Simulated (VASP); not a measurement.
Set up this calculation in VASP 6.6.1, as the native input.

* Task: single point
* Functional: revPBE
* Potentials or basis: VASP PAW PBE potentials, release 64 (Ru_pv)
* Cutoff: 520 eV
* k mesh: 16 × 16 × 16
* Occupations: fermi-dirac, width 0.1 eV
* Spin: no spin polarisation
* Dipole correction: no
* Further INCAR settings: ALGO = Normal; EDIFF = 1e-07; NBANDS = 13

The structure of Ru lies in POSCAR:

```
Ru
1.0
    0.0000000000      1.9863815681      1.9863815681
    1.9863815681      0.0000000000      1.9863815681
    1.9863815681      1.9863815681      0.0000000000
Ru
1
Direct
    0.0000000000      0.0000000000      0.0000000000
```

This cell differs from its parent crystal: volume scaled by 1.12.

One way to write it, as run:

INCAR

```
PREC = Accurate ; ENCUT = 520
EDIFF = 1E-7 ; ISMEAR = -1
SIGMA = 0.1 ; LREAL = False
LASPH = True ; NELM = 100
ALGO = Normal ; ISIF = 2
LWAVE = False ; LCHARG = True
GGA = RE ; LELF = True
LVHAR = True ; NBANDS = 13
```

KPOINTS

```
Automatic mesh
0
Gamma
  16 16 16
```

Potentials or basis: VASP PAW PBE potentials, release 64 (Ru_pv).

The run is started by

```sh
$ cat potpaw_PBE.64/Ru_pv/POTCAR > POTCAR
$ mpirun -np 1 vasp_std > vasp.out
```

Results of the run:

The pressure is -25.2 GPa. The band gap on the k mesh is zero (band 7 reaches 12.14 eV, above the bottom of band 8 at 9.30 eV).

Caveat: the PAW data sets were made with another functional, which shifts forces and pressure a little.

Run time: 9 s on 1 thread of Intel(R) Xeon(R) 6975P-C (Granite Rapids), on a shared host, peak memory 0.16 GiB.
